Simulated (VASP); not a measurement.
# Nb16H (a cell with a defect) in VASP: further runs

The runs below take Nb16H (a cell with a defect) through single point, with PBEsol.

All numbers are computed with VASP 6.6.1; they aren't measurements. Logs are shortened: lines on timing, memory, paths and dates and some standing lists are left out, and cuts for length are marked.

### 1 The cell of the first run

The cell holds a defect, 17 atoms: a = 6.600 Å, b = 6.600 Å, c = 6.600 Å, α = 90.00°, β = 90.00°, γ = 90.00°.

### 2 Single point, PBEsol

INCAR reads:

```
PREC     = Accurate       # precision mode
ENCUT    = 520            # plane-wave cutoff, eV
EDIFF    = 1E-6           # SCF threshold, eV
ISMEAR   = -1             # smearing method
SIGMA    = 0.05           # smearing width, eV
LREAL    = Auto         
LASPH    = T              # aspherical terms in the spheres
NELM     = 100            # most SCF steps
ALGO     = Normal         # electronic algorithm
ISIF     = 2              # what is computed and relaxed
LWAVE    = F              # write WAVECAR
LCHARG   = F              # write CHGCAR
GGA      = PS             # functional
NBANDS   = 118            # bands
```

KPOINTS reads:

```
regular mesh
0
Gamma
  2 2 2
```

POSCAR reads:

```
Nb16H
1.0
    6.6000000000      0.0000000000      0.0000000000
    0.0000000000      6.6000000000      0.0000000000
    0.0000000000      0.0000000000      6.6000000000
Nb H
16 1
Direct
    0.0156666667      0.0250909091     -0.0038939394
    0.4973030303     -0.0086818182     -0.0003181818
   -0.0061818182      0.5188030303      0.0000606061
    0.0053939394      0.0069242424      0.5120303030
    0.2649393939      0.2570757576      0.2449696970
    0.4896666667      0.5135757576     -0.0039545455
    0.4942272727      0.0023939394      0.4821666667
    0.7268787879      0.2681515152      0.2412424242
   -0.0264696970      0.4959848485      0.4985151515
    0.2493181818      0.7303787879      0.2431363636
    0.2626060606      0.2250000000      0.7570757576
    0.5272272727      0.4797727273      0.4981363636
    0.7681818182      0.7784696970      0.2504242424
    0.7618939394      0.2244696970      0.7496515152
    0.2499090909      0.7494242424      0.7510757576
    0.7600606061      0.7645303030      0.7262424242
    0.4981969697      0.7539696970      0.6089848485
```

Potentials or basis: VASP PAW PBE potentials, release 64 (Nb_sv, H).

Started as:

```
cat potpaw_PBE.64/Nb_sv/POTCAR potpaw_PBE.64/H/POTCAR > POTCAR
mpirun -np 1 vasp_std > vasp.out
```

OUTCAR:

```text
PREC = Accurate
   ENCUT = 520
   EDIFF = 1E-6
   ISMEAR = -1
   LREAL = Auto
   LASPH = T
   NELM = 100
   ISIF = 2
   GGA = PS

 ion  position               nearest neighbor table
   1  0.016  0.025  0.996-  11 2.62  14 2.68   5 2.78  13 2.85  15 2.88  10 2.97   8 2.97  16 3.00

   2  0.497  0.991  1.000-  11 2.71  15 2.81  13 2.81   5 2.84  14 2.85   8 2.86  10 2.87  16 2.92

   3  0.994  0.519  0.000-  10 2.71  15 2.81  13 2.81  16 2.88   8 2.89   5 2.97  14 2.97
   4  0.005  0.007  0.512-  14 2.67  16 2.68  11 2.75  13 2.78  15 2.83   5 2.96  10 3.01
   5  0.265  0.257  0.245-   7 2.75   1 2.78   6 2.79  12 2.82   2 2.84   4 2.96   3 2.97   9 3.00

   6  0.490  0.514  0.996-  10 2.69  15 2.75   8 2.77   5 2.79  11 2.89  16 3.02  13 3.04
   7  0.494  0.002  0.482-  17 1.84   5 2.75  11 2.79  13 2.79   8 2.82  16 2.85  10 2.89  14 2.90
                            15 2.92
   8  0.727  0.268  0.241-  12 2.56   6 2.77   9 2.79   7 2.82   2 2.86   3 2.89   1 2.97
   9  0.974  0.496  0.499-  16 2.72   8 2.79  14 2.81  13 2.83  10 2.92  12 2.95  15 2.98   5 3.00

  10  0.249  0.730  0.243-   6 2.69   3 2.71   2 2.87   7 2.89   9 2.92   1 2.97  12 2.99   4 3.01

  11  0.263  0.225  0.757-   1 2.62   2 2.71   4 2.75   7 2.79   6 2.89  12 2.97
  12  0.527  0.480  0.498-  17 1.96   8 2.56   5 2.82  14 2.83  16 2.86   9 2.95  11 2.97  10 2.99
                            13 3.01
  13  0.768  0.778  0.250-   4 2.78   7 2.79   3 2.81   2 2.81   9 2.83   1 2.85  12 3.01   6 3.04

  14  0.762  0.224  0.750-   4 2.67   1 2.68   9 2.81  12 2.83   2 2.85   7 2.90   3 2.97  16 3.04

  15  0.250  0.749  0.751-  17 1.89   6 2.75   3 2.81   2 2.81   4 2.83   1 2.88   7 2.92   9 2.98

  16  0.760  0.765  0.726-  17 1.89   4 2.68   9 2.72   7 2.85  12 2.86   3 2.88   2 2.92   1 3.00
                             6 3.02  14 3.04
  17  0.498  0.754  0.609-   7 1.84  15 1.89  16 1.89  12 1.96

  LATTYP: Found a simple cubic cell.
 ALAT       =     6.6000000000

  Lattice vectors:

 A1 = (   6.6000000000,   0.0000000000,   0.0000000000)
 A2 = (   0.0000000000,   6.6000000000,   0.0000000000)
 A3 = (   0.0000000000,   0.0000000000,   6.6000000000)

Analysis of symmetry for initial positions (statically):
=====================================================================
 Subroutine PRICEL returns:
 Original cell was already a primitive cell.

 Routine SETGRP: Setting up the symmetry group for a
 simple cubic supercell.

 Subroutine GETGRP returns: Found  1 space group operations
 (whereof  1 operations were pure point group operations)
 out of a pool of 48 trial point group operations.

[... 128 lines left out ...]
   LREAL  =      T    real-space projection
   EDIFFG = 0.1E-04   stopping-criterion for IOM
   NSW    =      0    number of steps for IOM
[... 5 lines left out ...]
   TEBEG  =    0.0;   TEEND  =   0.0 temperature during run
   PSTRESS=    0.0 pullay stress
   NELECT =     209.0000    total number of electrons
   NUPDOWN=      -1.0000    fix difference up-down
   EMIN   =  10.00;   EMAX   =-10.00  energy-range for DOS
   EFERMI =   0.00;   METHOD = LEGACY
   ISMEAR =    -1;   SIGMA  =   0.05  broadening in eV -4-tet -1-fermi 0-gaus
   EFERMI_NEDOS =   21; number of points for ismear=-14 and -15
   IALGO  =     38    algorithm
   IMIX   =      4    mixing-type and parameters
     AMIX     =   0.40;   BMIX     =  1.00
     AMIX_MAG =   1.60;   BMIX_MAG =  1.00
  volume/ion in A,a.u.               =      16.91       114.12
  Fermi-wavevector in a.u.,A,eV,Ry     =   1.472018  2.781710 29.481589  2.166836
  Thomas-Fermi vector in A             =   2.587083
   LORBIT       =      0    0 simple, 1 ext, 2 COOP (PROOUT), +10 PAW based schemes
   GGA     = PS    functional components
   LHFCALC =     F    Hartree Fock is set to
   AEXX    =    0.0000 exact exchange contribution
   IVDW    =     0    specifies the selected vdW correction
   LEPSILON=     F    determine dielectric tensor
   LRPA    =     F    only Hartree local field effects (RPA)
 non-spin polarized calculation
  energy-cutoff  :      520.00
  volume of cell :      287.50
 maximum number of plane-waves:      7809
 NGX is ok and might be reduce to    50
   NGX = 25   NGY = 25   NGZ = 25

 number of electron     209.0000001 magnetization

 Free energy of the ion-electron system (eV)
  ---------------------------------------------------
  ext. energy  EPLUGINS =         0.00000000
  ---------------------------------------------------
  free energy    TOTEN  =      -178.41749917 eV

  energy without entropy =     -178.30466129  energy(sigma->0) =     -178.36108023

 E-fermi :  11.2351     XC(G=0): -12.6645

 val. band max:       11.2143715205   @ k =   0.0000   0.0000   0.0000
 cond. band min:      11.3038134045   @ k =   0.5000   0.0000   0.0000
 fundamental gap:      0.0894418840
 Fermi energy:        11.2350731482

 k-point     1 :       0.0000    0.0000    0.0000
  band No.  band energies     occupation
      1     -43.2174      2.00000
      2     -43.0549      2.00000
      3     -43.0332      2.00000
      4     -43.0173      2.00000
      5     -42.9918      2.00000
      6     -42.9767      2.00000
[... 941 lines left out ...]
    115      13.7297      0.00000
    116      13.8469      0.00000
 [bands above 116 left out]

------------------------ aborting loop because EDIFF is reached ----------------------------------------

  FORCE on cell =-STRESS in cart. coord.  units (eV):
  Direction    XX          YY          ZZ          XY          YZ          ZX
  --------------------------------------------------------------------------------------
  -------------------------------------------------------------------------------------
  Total        1.0194286     -0.1606750     -0.7618842      0.9137958     -0.1378540     -0.5488512
  in kB        5.6811411     -0.8954207     -4.2458800      5.0924639     -0.7682423     -3.0586755
  external PRESSURE =       0.1799468 kB  Pullay stress =       0.0000000 kB

 VOLUME and BASIS-vectors are now :
 -----------------------------------------------------------------------------
  energy-cutoff  :      520.00
  volume of cell :      287.50
      direct lattice vectors                 reciprocal lattice vectors
     6.600000000  0.000000000  0.000000000     0.151515152  0.000000000  0.000000000
     0.000000000  6.600000000  0.000000000     0.000000000  0.151515152  0.000000000
     0.000000000  0.000000000  6.600000000     0.000000000  0.000000000  0.151515152

 POSITION                                       TOTAL-FORCE (eV/Angst)
 -----------------------------------------------------------------------------------
      0.10340      0.16560      6.57430        -0.450749     -1.555394      0.836393
      3.28220      6.54270      6.59790         0.427765      0.488977     -0.262846
      6.55920      3.42410      0.00040         0.278984     -0.779140     -0.319476
      0.03560      0.04570      3.37940         0.510110     -0.131053     -1.470142
      1.74860      1.69670      1.61680        -1.339815      0.146646      0.226276
      3.23180      3.38960      6.57390         1.068289     -0.727267     -0.182539
[... 9 lines left out ...]
      5.01640      5.04590      4.79320         0.226079     -0.463150      1.914216
      3.28810      4.97620      4.01930         0.009795     -0.520211     -0.020959
 -----------------------------------------------------------------------------------
    total drift:                               -0.001387      0.002448     -0.002529

  FREE ENERGIE OF THE ION-ELECTRON SYSTEM (eV)
  ---------------------------------------------------
  free  energy   TOTEN  =      -178.4174991702 eV

  energy  without entropy=     -178.3046612938  energy(sigma->0) =     -178.36108023
```

OSZICAR:

```text
N       E                     dE             d eps       ncg     rms          rms(c)
DAV:   1     0.313665851433E+04    0.31367E+04   -0.11444E+05  1888   0.188E+03
DAV:   2     0.117038628517E+03   -0.30196E+04   -0.29721E+04  2144   0.828E+02
DAV:   3    -0.155253869295E+03   -0.27229E+03   -0.26144E+03  2976   0.171E+02
DAV:   4    -0.184625266768E+03   -0.29371E+02   -0.28080E+02  3208   0.501E+01
DAV:   5    -0.186909206606E+03   -0.22839E+01   -0.22295E+01  3256   0.147E+01    0.309E+01
DAV:   6    -0.179347239791E+03    0.75620E+01   -0.18234E+01  2624   0.187E+01    0.105E+01
DAV:   7    -0.178662253801E+03    0.68499E+00   -0.93203E+00  2864   0.142E+01    0.502E+00
DAV:   8    -0.178332960230E+03    0.32929E+00   -0.30399E+00  2872   0.817E+00    0.385E+00
DAV:   9    -0.178416237641E+03   -0.83277E-01   -0.58420E-01  2928   0.341E+00    0.163E+00
DAV:  10    -0.178427766608E+03   -0.11529E-01   -0.33100E-01  2784   0.307E+00    0.614E-01
DAV:  11    -0.178417232656E+03    0.10534E-01   -0.80327E-02  2824   0.160E+00    0.186E-01
DAV:  12    -0.178417478534E+03   -0.24588E-03   -0.12196E-02  3328   0.511E-01    0.143E-01
DAV:  13    -0.178417522953E+03   -0.44419E-04   -0.17706E-03  2928   0.216E-01    0.746E-02
DAV:  14    -0.178417503441E+03    0.19512E-04   -0.39828E-04  3120   0.110E-01    0.400E-02
DAV:  15    -0.178417502390E+03    0.10519E-05   -0.11904E-04  3272   0.560E-02    0.180E-02
DAV:  16    -0.178417501307E+03    0.10829E-05   -0.28859E-05  2920   0.282E-02    0.101E-02
DAV:  17    -0.178417499803E+03    0.15034E-05   -0.47538E-06  1736   0.137E-02    0.672E-03
DAV:  18    -0.178417499170E+03    0.63307E-06   -0.12723E-06  1256   0.735E-03
   1 F= -.17841750E+03 E0= -.17836108E+03  d E =-.112838E+00
```

stdout:

```text
POSCAR found type information on POSCAR NbH
 POSCAR found :  2 types and      17 ions
 scaLAPACK will be used
 -----------------------------------------------------------------------------
|                                                                             |
|                                                                             |
|     You enforced a specific xc type in the INCAR file but a different       |
|     I HOPE YOU KNOW WHAT YOU ARE DOING!                                     |
|                                                                             |
 -----------------------------------------------------------------------------

 LDA part: xc-table for (Slater+PW92), standard interpolation
 POSCAR, INCAR and KPOINTS ok, starting setup
 FFT: planning ... GRIDC
 FFT: planning ... GRID_SOFT
 FFT: planning ... GRID
 WAVECAR not read
 entering main loop
```

It took 7.1 min on 1 thread of Intel Xeon 6975P-C (Granite Rapids), shared host; peak memory 0.45 GiB.

What came out:

* Free energy: -178.4175 eV
* Pressure: 0.0 GPa
* Largest force: 2.248 eV/Å

Forces on the atoms (eV/Å):
```
Nb  -0.451 -1.555  0.836
Nb   0.428  0.489 -0.263
Nb   0.279 -0.779 -0.319
Nb   0.510 -0.131 -1.470
Nb  -1.340  0.147  0.226
Nb   1.068 -0.727 -0.183
Nb   0.672  0.098  0.379
Nb   1.881 -0.711 -0.279
Nb   2.000  0.048 -0.016
Nb  -0.160  1.390  0.528
Nb  -0.364  1.825 -0.407
Nb  -1.940  0.682 -0.025
Nb  -1.024 -1.183 -0.751
Nb  -1.151  1.931  0.006
Nb  -0.645 -0.539 -0.157
Nb   0.226 -0.463  1.914
H    0.010 -0.520 -0.021
```

Levels at points of the mesh, in eV from the Fermi level:
| k point | band 100 | band 101 | band 102 | band 103 | band 104 | band 105 | band 106 | band 107 | band 108 | band 109 |
| --- | --- | --- | --- | --- | --- | --- | --- | --- | --- | --- |
| (0.00, 0.00, 0.00) | 0.17 | 0.34 | 0.42 | 0.49 | 0.58 | 0.64 | 0.69 | 0.78 | 0.82 | 0.87 |
| (0.50, 0.00, 0.00) | -0.30 | -0.16 | -0.08 | 0.07 | 0.11 | 0.19 | 0.24 | 0.40 | 0.48 | 0.54 |
| (0.00, 0.50, 0.00) | -0.35 | -0.19 | -0.05 | 0.14 | 0.20 | 0.24 | 0.36 | 0.44 | 0.47 | 0.51 |
| (0.00, 0.00, 0.50) | -0.27 | -0.18 | -0.12 | -0.04 | 0.07 | 0.13 | 0.19 | 0.30 | 0.46 | 0.53 |
| (0.50, 0.50, 0.00) | -0.57 | -0.53 | -0.47 | -0.42 | -0.25 | -0.17 | -0.10 | -0.02 | 0.14 | 0.48 |
| (0.00, 0.50, 0.50) | -0.61 | -0.55 | -0.51 | -0.43 | -0.35 | -0.28 | -0.15 | -0.06 | 0.08 | 0.53 |
| (0.50, 0.00, 0.50) | -0.61 | -0.54 | -0.39 | -0.36 | -0.35 | -0.26 | -0.19 | 0.11 | 0.22 | 0.38 |
| (0.50, 0.50, 0.50) | -1.20 | -1.17 | -1.13 | -1.06 | -1.05 | -1.01 | -0.92 | -0.88 | -0.83 | -0.77 |

Caveat: the k points lie up to 0.48 Å⁻¹ apart; the PAW data sets were made with another functional, which shifts forces and pressure a little.

(Continued in part 2 of 2.)
